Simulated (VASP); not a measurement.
MgS5:

```
Mg S
1.0
     4.57217    0.00000    0.00000
    -2.28609    3.95962    0.00000
     0.00000    0.00000    7.69383
Mg S
1 5
Direct
  0.00000 0.00000 0.50000
  0.50000 0.00000 0.00000
  0.00000 0.50000 0.00000
  0.50000 0.50000 0.00000
  0.00000 0.00000 0.80801
  0.00000 0.00000 0.19199
```

```yaml
Program: VASP 6.6.1
Task: relaxation of cell and atoms
Functional: PBE
Potentials_or_basis: VASP PAW PBE potentials, release 64 (Mg, S)
Cutoff: 600 eV
k_mesh: 6 × 6 × 2
Occupations: gaussian, width 0.1 eV
Spin: no spin polarisation
```

At the start: pressure 10.5 GPa; volume 23.21 Å³/atom.

Task: How do energy, volume and symmetry change on relaxing?

Result: Over 15 steps the energy falls by 280.6 meV/atom and the volume is 29.56 Å³/atom (+27.3 %); space group P6/mmm (No. 191, to 0.05 Å).

The path:
| step | energy change (eV) | largest force (eV/Å) | pressure (GPa) | volume (Å³) |
| --- | --- | --- | --- | --- |
| 1 | 0.0000 | 2.7208 | 10.53 | 139.29 |
| 2 | -1.3268 | 0.5411 | -0.38 | 172.22 |
| 3 | -1.3268 | 0.5386 | -0.39 | 172.28 |
| 4 | -1.3653 | 0.3842 | -0.10 | 171.09 |
| 5 | -1.4368 | 0.0973 | 0.93 | 167.47 |
| 6 | -1.3167 | 1.6115 | 4.21 | 160.07 |
| 7 | -1.4435 | 0.3359 | 1.41 | 166.17 |
| 8 | -1.4589 | 0.3096 | 1.40 | 166.26 |
| 9 | -1.5027 | 0.2379 | 1.38 | 166.49 |
| 10 | -1.5755 | 0.1532 | 1.46 | 166.81 |
| 11 | -1.6260 | 0.1044 | 1.97 | 166.98 |
| 12 | -1.6598 | 0.0497 | 1.17 | 170.58 |
| 13 | -1.6769 | 0.2598 | 0.04 | 175.87 |
| 14 | -1.6822 | 0.1439 | -0.01 | 176.65 |
| 15 | -1.6835 | 0.0398 | -0.06 | 177.33 |

Final structure:
```xyz
6
Lattice="4.7196 0.0000 0.0000 -2.3598 4.0873 0.0000 0.0000 0.0000 9.1928" Properties=species:S:1:pos:R:3 pbc="T T T"
Mg    0.0000    0.0000    4.5964
S     2.3598    0.0000    0.0000
S    -1.1799    2.0436    0.0000
S     1.1799    2.0436    0.0000
S     0.0000    0.0000    6.8855
S     4.7196    0.0000    2.3074
```

Caveat: the k points lie up to 0.34 Å⁻¹ apart in the final cell; the volume moved by over 15 % at a fixed basis, so the end points are rough.
